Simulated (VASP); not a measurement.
ZnReH:

```xyz
3
Lattice="3.3014 0.0000 0.0000 0.0000 3.3014 0.0000 0.0000 0.0000 3.3693" Properties=species:S:1:pos:R:3 pbc="T T T"
Zn    1.6507    1.6507    1.6847
Re    0.0000    0.0000    0.0000
H     1.6507    1.6507    0.0000
```

The cell was built from a structure type or drawn by symmetry, and may not be a known phase.

| Property | Result |
| --- | --- |
| Program | VASP 6.6.1 |
| Task | relaxation of cell and atoms |
| Functional | PBE |
| Potentials or basis | VASP PAW PBE potentials, release 64 (Zn, Re, H) |
| Cutoff | 600 eV |
| k mesh | 6 × 6 × 6 |
| Occupations | gaussian, width 0.1 eV |
| Spin | no spin polarisation |

At the start: pressure -20.9 GPa; volume 12.24 Å³/atom.

Q: How do energy, volume and symmetry change on relaxing?

A: Over 11 steps the energy falls by 398.8 meV/atom and the volume is 10.78 Å³/atom (-12.0 %); space group P4/mmm (No. 123, to 0.1 Å) before and after.

The path:
```
step  energy change (eV)  largest force (eV/Å)  pressure (GPa)  volume (Å³)
   1              0.0000                0.0000          -20.90        36.72
   2             -0.6722                0.0000           19.79        28.77
   3             -0.7229                0.0000            8.22        30.10
   4             -0.9734                0.0000            8.06        30.20
   5             -1.0471                0.0000            9.94        30.15
   6             -1.0730                0.0000           17.73        29.85
   7             -1.1404                0.0000           -7.16        34.20
   8             -1.1897                0.0000            1.14        32.36
   9             -1.1897                0.0000            1.41        32.30
  10             -1.1953                0.0000            0.62        32.32
  11             -1.1965                0.0000           -0.07        32.33
```

Final structure:
```cif
data_structure
_symmetry_space_group_name_H-M 'P 1'
_symmetry_Int_Tables_number 1
_cell_length_a 2.7905
_cell_length_b 2.7905
_cell_length_c 4.1520
_cell_angle_alpha 90.000
_cell_angle_beta 90.000
_cell_angle_gamma 90.000
_cell_volume 32.33
loop_
_atom_site_label
_atom_site_type_symbol
_atom_site_fract_x
_atom_site_fract_y
_atom_site_fract_z
_atom_site_occupancy
Zn1 Zn 0.50000 0.50000 0.50000 1
Re1 Re 0.00000 0.00000 0.00000 1
H1 H 0.50000 0.50000 0.00000 1
```

Caveat: a cell axis changed by over 15 % at a fixed basis, so the end point is rough.
